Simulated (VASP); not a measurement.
A run of VASP 6.6.1 is set up as follows.

Contents of INCAR:

```
  PREC = Accurate
  ENCUT = 520
  EDIFF = 1E-6
  ISMEAR = 0
  SIGMA = 0.01
  LREAL = False
  LASPH = True
  NELM = 60
  ALGO = Normal
  ISIF = 2
  LWAVE = False
  LCHARG = True
  GGA = CA
  LELF = True
  LVHAR = True
  NBANDS = 44
```

KPOINTS

```
regular mesh
0
Gamma
  4 4 2
```

POSCAR

```
SrCuTeF
1.0
    4.2763660000      0.0000000000      0.0000000000
    0.0000000000      4.2763660000      0.0000000000
    0.0000000000      0.0000000000      9.2215530000
Sr Cu Te F
2 2 2 2
Direct
    0.0000000000      0.5000000000      0.8525340000
    0.5000000000      0.0000000000      0.1474660000
    0.5000000000      0.5000000000      0.5000000000
    0.0000000000      0.0000000000      0.5000000000
    0.0000000000      0.5000000000      0.3262570000
    0.5000000000      0.0000000000      0.6737430000
    0.5000000000      0.5000000000      0.0000000000
    0.0000000000      0.0000000000      0.0000000000
```

Potentials or basis: VASP PAW LDA potentials, release 64 (Sr_sv, Cu, Te, F).

Run with:

```sh
$ cat potpaw_LDA.64/Sr_sv/POTCAR potpaw_LDA.64/Cu/POTCAR potpaw_LDA.64/Te/POTCAR potpaw_LDA.64/F/POTCAR > POTCAR
$ mpirun -np 1 vasp_std > vasp.out
```

(1) Predict the band gap on the k mesh.

(2) Predict the pressure.

(3) Estimate the largest force.

## Answers

(1) 1.40 eV.

(2) -5.4 GPa.

(3) 0.282 eV/Å.

Caveat: the cell stands under tension; spin-orbit coupling is left out, which moves the levels of the heavy elements.
